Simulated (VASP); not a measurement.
Write the native input for VASP 6.6.1 that does the following.

```
Task                   : single point
Functional             : r2SCAN
Potentials or basis    : VASP PAW PBE potentials, release 64 (Hf_pv, O)
Cutoff                 : 520 eV
k mesh                 : 6 × 6 × 8
Occupations            : gaussian, width 0.05 eV
Spin                   : no spin polarisation
Dipole correction      : no
Further INCAR settings : ALGO = Normal; EDIFF = 1e-06; NBANDS = 31
```

HfO2:

```
Hf O
1.0
     4.83820    0.00000    0.00000
     0.00000    4.83820    0.00000
     0.00000    0.00000    3.22035
Hf O
2 4
Direct
  0.00107 0.99936 0.00000
  0.50198 0.50178 0.50000
  0.19492 0.82464 0.50000
  0.28807 0.27916 0.00000
  0.67791 0.66900 0.00000
  0.80508 0.21448 0.50000
```

This cell differs from its parent crystal: atoms displaced along a vibrational mode.

The input as run:

POSCAR

```
HfO2
1.0
    4.8382036322      0.0000000000      0.0000000000
    0.0000000000      4.8382036322      0.0000000000
    0.0000000000      0.0000000000      3.2203479185
Hf O
2 4
Direct
    0.0010719455     -0.0006402319      0.0000000000
    0.5019769752      0.5017802418      0.5000000000
    0.1949191829      0.8246438600      0.5000000000
    0.2880736364      0.2791586867      0.0000000000
    0.6779120022      0.6689970525      0.0000000000
    0.8050808171      0.2144822258      0.5000000000
```

INCAR.step1

```
SYSTEM = HfO2
PREC = Accurate
ENCUT = 520
ISMEAR = 0
SIGMA = 0.05
LREAL = .FALSE.
LASPH = .TRUE.
NELM = 100
NBANDS = 31
GGA = PE
ALGO = Normal
EDIFF = 1E-4
LWAVE = .TRUE.
LCHARG = .FALSE.
```

INCAR.step2

```
SYSTEM = HfO2
PREC = Accurate
ENCUT = 520
EDIFF = 1E-6
ISMEAR = 0
SIGMA = 0.05
LREAL = .FALSE.
LASPH = .TRUE.
NELM = 100
ALGO = Normal
ISIF = 2
LWAVE = .FALSE.
LCHARG = .TRUE.
METAGGA = R2SCAN
LMIXTAU = .TRUE.
LELF = .TRUE.
LVHAR = .TRUE.
NBANDS = 31
ISTART = 1
```

KPOINTS

```
regular mesh
0
G
  6 6 8
  0 0 0
```

Potentials or basis: VASP PAW PBE potentials, release 64 (Hf_pv, O).

Launch:

```bash
$ cat potpaw_PBE.64/Hf_pv/POTCAR potpaw_PBE.64/O/POTCAR > POTCAR
$ cp INCAR.step1 INCAR
$ mpirun -np 1 vasp_std > vasp.out
$ cp INCAR.step2 INCAR
$ mpirun -np 1 vasp_std > vasp.out
```

Results of the run:

```json
{
  "Pressure": "0.5 GPa",
  "Largest force": "2.338 eV/Å",
  "Band gap on the k mesh": "4.59 eV"
}
```

Caveat: the cell differs from its parent crystal (atoms displaced along a vibrational mode); the PAW data sets were made with another functional, which shifts forces and pressure a little; spin-orbit coupling is left out, which moves the levels of the heavy elements.

Wall time 4.5 min on 1 thread of Intel(R) Xeon(R) 6975P-C (Granite Rapids), on a shared host, peak memory 0.31 GiB.
